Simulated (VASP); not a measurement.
Input of a VASP 6.6.1 run:

The input INCAR:

```
SYSTEM = Se
ALGO = Normal ; EDIFF = 1E-6
EDIFFG = -0.03 ; ENCUT = 600
GGA = PE ; IBRION = 2
ISIF = 3 ; ISMEAR = -1
LASPH = .TRUE. ; LCHARG = .FALSE.
LREAL = .FALSE. ; LWAVE = .FALSE.
NELM = 80 ; NSW = 80
PREC = Accurate ; PSTRESS = 200.0
SIGMA = 0.01
```

Contents of KPOINTS:

```
k-points
0
G
  5 5 5
  0 0 0
```

Contents of POSCAR:

```
Se
1.0
    0.0000000000      3.0100000000      3.0100000000
    3.0100000000      0.0000000000      3.0100000000
    3.0100000000      3.0100000000      0.0000000000
Se
2
Direct
    0.0000000000      0.0000000000      0.0000000000
    0.2500000000      0.2500000000      0.2500000000
```

Potentials or basis: VASP PAW PBE potentials, release 64 (Se).

Launch:

```sh
$ cat potpaw_PBE.64/Se/POTCAR > POTCAR
$ mpirun -np 1 vasp_std > vasp.out
```

Task: What does it give for the band gap on the k mesh?

Result: Zero (band 6 reaches 4.92 eV, above the bottom of band 7 at 3.53 eV).

Task: What does it give for the relaxed cell?

Result: a = 4.075 Å, b = 4.075 Å, c = 4.075 Å, α = 60.00°, β = 60.00°, γ = 60.00°.

Task: Predict the relaxed volume.

Result: 23.92 Å³/atom.

Final structure:
```cif
data_structure
_symmetry_space_group_name_H-M 'P 1'
_symmetry_Int_Tables_number 1
_cell_length_a 4.0747
_cell_length_b 4.0747
_cell_length_c 4.0747
_cell_angle_alpha 60.000
_cell_angle_beta 60.000
_cell_angle_gamma 60.000
_cell_volume 47.84
loop_
_atom_site_label
_atom_site_type_symbol
_atom_site_fract_x
_atom_site_fract_y
_atom_site_fract_z
_atom_site_occupancy
Se1 Se 0.00000 0.00000 0.00000 1
Se2 Se 0.25000 0.25000 0.25000 1
```

Caveat: the k points lie up to 0.38 Å⁻¹ apart in the final cell; the cell is relaxed towards a set pressure, so the enthalpy falls and the energy may rise.
